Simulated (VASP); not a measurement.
# BP (F-43m) in VASP: further runs

Runs on BP. Level: PBE. Tasks: single point.

All numbers are computed with VASP 6.6.1; they aren't measurements. Logs are shortened: lines on timing, memory, paths and dates and some standing lists are left out, and cuts for length are marked.

**1. The cell of the first run**

Symmetry: F-43m, No. 216, cubic system. Conventional cell: a = 4.538 Å, b = 4.538 Å, c = 4.538 Å, α = 90.00°, β = 90.00°, γ = 90.00°. Within 2.6 Å of P (site symmetry -43m) lie 4 B at 1.97 Å. Within 2.6 Å of B (site symmetry -43m) lie 4 P at 1.97 Å.

**2. Single point, PBE**

Contents of INCAR:

```
SYSTEM = BP
PREC = Accurate
ENCUT = 520
EDIFF = 1E-7
ISMEAR = 0
SIGMA = 0.011
LREAL = .FALSE.
LASPH = .TRUE.
NELM = 80
ALGO = Normal
ISIF = 2
LWAVE = .FALSE.
LCHARG = .FALSE.
GGA = PE
NBANDS = 11
```

Contents of KPOINTS:

```
regular mesh
0
G
  10 10 10
  0 0 0
```

Contents of POSCAR:

```
BP
1.0
    0.0000000000      2.2690000000      2.2690000000
    2.2690000000      0.0000000000      2.2690000000
    2.2690000000      2.2690000000      0.0000000000
P B
1 1
Direct
    0.7500000000      0.7500000000      0.7500000000
    0.0000000000      0.0000000000      0.0000000000
```

Potentials or basis: VASP PAW PBE potentials, release 64 (P, B).

Launch:

```sh
cat potpaw_PBE.64/P/POTCAR potpaw_PBE.64/B/POTCAR > POTCAR
mpirun -np 1 vasp_std > vasp.out
```

OUTCAR:

```text
SYSTEM = BP
   PREC = Accurate
   ENCUT = 520
   EDIFF = 1E-7
   ISMEAR = 0
   LREAL = .FALSE.
   LASPH = .TRUE.
   NELM = 80
   ISIF = 2
   GGA = PE

 ion  position               nearest neighbor table
   1  0.750  0.750  0.750-   2 1.97   2 1.97   2 1.97   2 1.97
   2  0.000  0.000  0.000-   1 1.97   1 1.97   1 1.97   1 1.97

  LATTYP: Found a face centered cubic cell.
 ALAT       =     4.5380000000

  Lattice vectors:

 A1 = (   0.0000000000,   2.2690000000,   2.2690000000)
 A2 = (   2.2690000000,   0.0000000000,   2.2690000000)
 A3 = (   2.2690000000,   2.2690000000,   0.0000000000)

Analysis of symmetry for initial positions (statically):
=====================================================================
 Subroutine PRICEL returns:
 Original cell was already a primitive cell.

 Routine SETGRP: Setting up the symmetry group for a
 face centered cubic supercell.

 Subroutine GETGRP returns: Found 24 space group operations
 (whereof 24 operations were pure point group operations)
 out of a pool of 48 trial point group operations.

The static configuration has the point symmetry T_d .

Analysis of symmetry for dynamics (positions and initial velocities):
=====================================================================
 Subroutine PRICEL returns:
 Original cell was already a primitive cell.

 Routine SETGRP: Setting up the symmetry group for a
 face centered cubic supercell.

 Subroutine GETGRP returns: Found 24 space group operations
 (whereof 24 operations were pure point group operations)
 out of a pool of 48 trial point group operations.

The dynamic configuration has the point symmetry T_d .

 Subroutine INISYM returns: Found 24 space group operations
 (whereof 24 operations are pure point group operations),
 and found     1 'primitive' translations

----------------------------------------------------------------------------------------

                                     Primitive cell

  volume of cell :      23.3633

  direct lattice vectors                    reciprocal lattice vectors
     0.000000000  2.269000000  2.269000000    -0.220361393  0.220361393  0.220361393
     2.269000000  0.000000000  2.269000000     0.220361393 -0.220361393  0.220361393
     2.269000000  2.269000000  0.000000000     0.220361393  0.220361393 -0.220361393

  length of vectors
     3.208850573  3.208850573  3.208850573     0.381677128  0.381677128  0.381677128

  position of ions in fractional coordinates (direct lattice)
     0.750000000  0.750000000  0.750000000
     0.000000000  0.000000000  0.000000000

[... 85 lines left out ...]
   TEBEG  =    0.0;   TEEND  =   0.0 temperature during run
   PSTRESS=    0.0 pullay stress
   NELECT =       8.0000    total number of electrons
   NUPDOWN=      -1.0000    fix difference up-down
   EMIN   =  10.00;   EMAX   =-10.00  energy-range for DOS
   EFERMI =   0.00;   METHOD = LEGACY
   ISMEAR =     0;   SIGMA  =   0.01  broadening in eV -4-tet -1-fermi 0-gaus
   EFERMI_NEDOS =   21; number of points for ismear=-14 and -15
   IALGO  =     38    algorithm
   IMIX   =      4    mixing-type and parameters
     AMIX     =   0.40;   BMIX     =  1.00
     AMIX_MAG =   1.60;   BMIX_MAG =  1.00
  volume/ion in A,a.u.               =      11.68        78.83
  Fermi-wavevector in a.u.,A,eV,Ry     =   1.145320  2.164342 17.847562  1.311759
  Thomas-Fermi vector in A             =   2.282009
   LORBIT       =      0    0 simple, 1 ext, 2 COOP (PROOUT), +10 PAW based schemes
   GGA     = PE    functional components
   LHFCALC =     F    Hartree Fock is set to
   AEXX    =    0.0000 exact exchange contribution
   IVDW    =     0    specifies the selected vdW correction
   LEPSILON=     F    determine dielectric tensor
   LRPA    =     F    only Hartree local field effects (RPA)
 non-spin polarized calculation
 Gauss-broadening in eV      SIGMA  =   0.01
  energy-cutoff  :      520.00
  volume of cell :       23.36
 maximum number of plane-waves:       639
   NGX = 11   NGY = 11   NGZ = 11

 number of electron       8.0000000 magnetization

 Free energy of the ion-electron system (eV)
  ---------------------------------------------------
  ext. energy  EPLUGINS =         0.00000000
  ---------------------------------------------------
  free energy    TOTEN  =       -12.93048089 eV

  energy without entropy =      -12.93048089  energy(sigma->0) =      -12.93048089

 E-fermi :   7.5675     XC(G=0): -10.9072

 val. band max:        7.4328441334   @ k =   0.0000   0.0000   0.0000
 cond. band min:       8.6721193264   @ k =   0.4000   0.4000   0.0000
 fundamental gap:      1.2392751930
 Fermi energy:         7.5675237514

 k-point     1 :       0.0000    0.0000    0.0000
  band No.  band energies     occupation
      1      -8.0276      2.00000
      2       7.4328      2.00000
      3       7.4328      2.00000
      4       7.4328      2.00000
      5      10.8335      0.00000
      6      10.8335      0.00000
      7      10.8335      0.00000
      8      14.8071      0.00000
      9      18.9457      0.00000
     10      19.5615      0.00000
     11      19.5615      0.00000
[... 309 lines left out ...]
 k-point    24 :       0.4000    0.3000    0.0000
  band No.  band energies     occupation
      1      -5.0880      2.00000
      2       1.2727      2.00000
      3       3.3844      2.00000
      4       3.9176      2.00000
      5       9.2444      0.00000
      6      11.0561      0.00000
      7      16.9122      0.00000
      8      16.9205      0.00000
      9      21.4338      0.00000
     10      22.6947      0.00000
     11      24.4913      0.00000

 [... further k-points ...]

------------------------ aborting loop because EDIFF is reached ----------------------------------------

  FORCE on cell =-STRESS in cart. coord.  units (eV):
  Direction    XX          YY          ZZ          XY          YZ          ZX
  --------------------------------------------------------------------------------------
  -------------------------------------------------------------------------------------
  Total        0.1310547      0.1310547      0.1310547      0.0000000      0.0000000      0.0000000
  in kB        8.9873079      8.9873079      8.9873079      0.0000000      0.0000000      0.0000000
  external PRESSURE =       8.9873079 kB  Pullay stress =       0.0000000 kB

 VOLUME and BASIS-vectors are now :
 -----------------------------------------------------------------------------
  energy-cutoff  :      520.00
  volume of cell :       23.36
      direct lattice vectors                 reciprocal lattice vectors
     0.000000000  2.269000000  2.269000000    -0.220361393  0.220361393  0.220361393
     2.269000000  0.000000000  2.269000000     0.220361393 -0.220361393  0.220361393
     2.269000000  2.269000000  0.000000000     0.220361393  0.220361393 -0.220361393

 POSITION                                       TOTAL-FORCE (eV/Angst)
 -----------------------------------------------------------------------------------
      3.40350      3.40350      3.40350        -0.000000     -0.000000     -0.000000
      0.00000      0.00000      0.00000         0.000000      0.000000      0.000000
 -----------------------------------------------------------------------------------
    total drift:                               -0.000000     -0.000000     -0.000000

  FREE ENERGIE OF THE ION-ELECTRON SYSTEM (eV)
  ---------------------------------------------------
  free  energy   TOTEN  =       -12.9304808862 eV

  energy  without entropy=      -12.9304808862  energy(sigma->0) =      -12.93048089
```

OSZICAR:

```text
N       E                     dE             d eps       ncg     rms          rms(c)
DAV:   1     0.919374235874E+01    0.91937E+01   -0.39371E+03  1034   0.660E+02
DAV:   2    -0.130106101098E+02   -0.22204E+02   -0.21074E+02  1364   0.109E+02
DAV:   3    -0.136354128306E+02   -0.62480E+00   -0.62286E+00  1333   0.157E+01
DAV:   4    -0.136380062155E+02   -0.25934E-02   -0.25930E-02  1148   0.114E+00
DAV:   5    -0.136380195338E+02   -0.13318E-04   -0.13318E-04  1293   0.842E-02    0.721E+00
DAV:   6    -0.130285742398E+02    0.60945E+00   -0.13900E+00  1184   0.510E+00    0.388E+00
DAV:   7    -0.129377742494E+02    0.90800E-01   -0.23351E-01  1277   0.240E+00    0.133E+00
DAV:   8    -0.129299514345E+02    0.78228E-02   -0.26732E-02  1221   0.934E-01    0.193E-01
DAV:   9    -0.129302722181E+02   -0.32078E-03   -0.71782E-04  1198   0.181E-01    0.123E-01
DAV:  10    -0.129304691648E+02   -0.19695E-03   -0.24786E-04  1163   0.989E-02    0.283E-02
DAV:  11    -0.129304799757E+02   -0.10811E-04   -0.11774E-05  1323   0.226E-02    0.336E-02
DAV:  12    -0.129304809422E+02   -0.96656E-06   -0.47218E-06  1163   0.106E-02    0.141E-02
DAV:  13    -0.129304808202E+02    0.12204E-06   -0.12835E-07   974   0.235E-03    0.600E-03
DAV:  14    -0.129304808862E+02   -0.66008E-07   -0.44080E-08   595   0.119E-03
   1 F= -.12930481E+02 E0= -.12930481E+02  d E =-.146735E-69
```

Run time: 7.4 s. Hardware: 1 thread of Intel Xeon Platinum 8488C (Sapphire Rapids), shared host; peak memory 0.13 GiB.

What came out:

| Quantity | Value |
| --- | --- |
| Free energy | -12.9305 eV |
| Pressure | 0.9 GPa |
| Band gap on the k mesh | 1.24 eV (least direct gap 3.40 eV) |

Levels at points of the mesh, in eV from the valence-band top:
| k point | band 2 | band 3 | band 4 | band 5 | band 6 | band 7 |
| --- | --- | --- | --- | --- | --- | --- |
| (0.00, 0.00, 0.00) | 0.00 | 0.00 | 0.00 | 3.40 | 3.40 | 3.40 |
| (0.50, 0.00, 0.00) | -9.03 | -1.76 | -1.76 | 3.78 | 4.71 | 4.71 |
| (0.50, 0.50, 0.00) | -8.58 | -4.11 | -4.11 | 1.33 | 1.66 | 12.12 |

A k mesh can miss the band edges. PBE gaps usually lie below the measured ones, often by a third to a half.

(Continued in part 2 of 2.)
